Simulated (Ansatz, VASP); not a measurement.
One calculation of Co, two programs

File INCAR:

```
PREC = Accurate
ENCUT = 520
EDIFF = 1E-7
ISMEAR = -1
SIGMA = 0.05
LREAL = F
LASPH = T
NELM = 150
ALGO = Normal
ISIF = 2
LWAVE = F
LCHARG = F
ISPIN = 2
MAGMOM = 2 2 2 2 2 2 2
LORBIT = 11
LMAXMIX = 4
LDIPOL = T
IDIPOL = 3
DIPOL = 0.5 0.5 0.500
NBANDS = 44
```

Contents of KPOINTS:

```
Automatic mesh
0
Gamma
  12 12 1
```

The input POSCAR:

```
Co
1.0
    2.4705617809      0.0000000000      0.0000000000
   -1.2352808904      2.1395692639      0.0000000000
    0.0000000000      0.0000000000     27.1323507000
Co
7
Direct
    0.3333333300      0.6666666600      0.2764227871
    0.0000000000      0.0000000000      0.3509485247
    0.6666666700      0.3333333400      0.4254742624
    0.0000000000      0.0000000000      0.5000000000
    0.3333333300      0.6666666600      0.5745257376
    0.0000000000      0.0000000000      0.6490514753
    0.6666666700      0.3333333400      0.7235772129
```

input.yaml

```yaml
crystal:
  lattice:
    - [2.4705617809, 0.0, 0.0]
    - [-1.2352808904, 2.1395692639, 0.0]
    - [0.0, 0.0, 27.1323507]
  atoms:
    - { symbol: Co, position: [0.33333333, 0.66666666, 0.2764227871], spin: 2.0 }
    - { symbol: Co, position: [0.0, 0.0, 0.3509485247], spin: 2.0 }
    - { symbol: Co, position: [0.66666667, 0.33333334, 0.4254742624], spin: 2.0 }
    - { symbol: Co, position: [0.0, 0.0, 0.5], spin: 2.0 }
    - { symbol: Co, position: [0.33333333, 0.66666666, 0.5745257376], spin: 2.0 }
    - { symbol: Co, position: [0.0, 0.0, 0.6490514753], spin: 2.0 }
    - { symbol: Co, position: [0.66666667, 0.33333334, 0.7235772129], spin: 2.0 }
hamiltonian:
  xc: lda
  pseudopotentials: { kind: paw }
magnetization:
  spin_polarized: true
kpoints:
  mp_grid: { grid: [12, 12, 1] }
  band_path:
    path:
      - [0.0, 0.0, 0.0]
      - [0.5, 0.0, 0.0]
      - [0.3333333333, 0.3333333333, 0.0]
      - [0.0, 0.0, 0.0]
    npoints: 10
scf:
  occupations: { method: fermi_dirac, width: 0.05 }
  n_extra_bands: 17
output:
  forces: true
  eigenvalues: true
  fatbands: true
efield:
  axis: 3
  dipole_correction: true
  ramp_width: 0.04
```

Alike in both runs: functional LDA; k mesh 12 × 12 × 1; occupations fermi-dirac, width 0.05 eV; collinear spin.

```csv
,VASP,Ansatz
version,VASP 6.6.1,Ansatz 0.2.0
potentials or method,"VASP PAW LDA potentials, release 64 (Co)",Ansatz PAW
plane-wave cutoff (eV),520,420
valence electrons in the cell,63,119
task,single point,band structure
```

|  | VASP | Ansatz | Ansatz less VASP |
| --- | --- | --- | --- |
| gap on the k mesh at the Fermi level (eV) | none | none | - |
| rms of the force components (eV/Å) | 0.268 | 0.266 | -0.0025 |
| net moment per atom (μB) | 1.60 | 1.64 | +0.047 |
| size of the moment on the site where the two differ most (μB) | 1.54 | 1.64 | +0.101 |

LDA's correlation is that of Perdew and Zunger in VASP and of Perdew and Wang (1992) in Ansatz. Site moments also hang on the region over which each program counts them. Atom by atom the forces differ by 0.007 eV/Å (rms over components). A gap of «none» marks a metal or a gap that the smearing closes. VASP's potentials hold 63 valence electrons a cell and Ansatz's 119, so a difference there can come from the potentials and not from the codes.
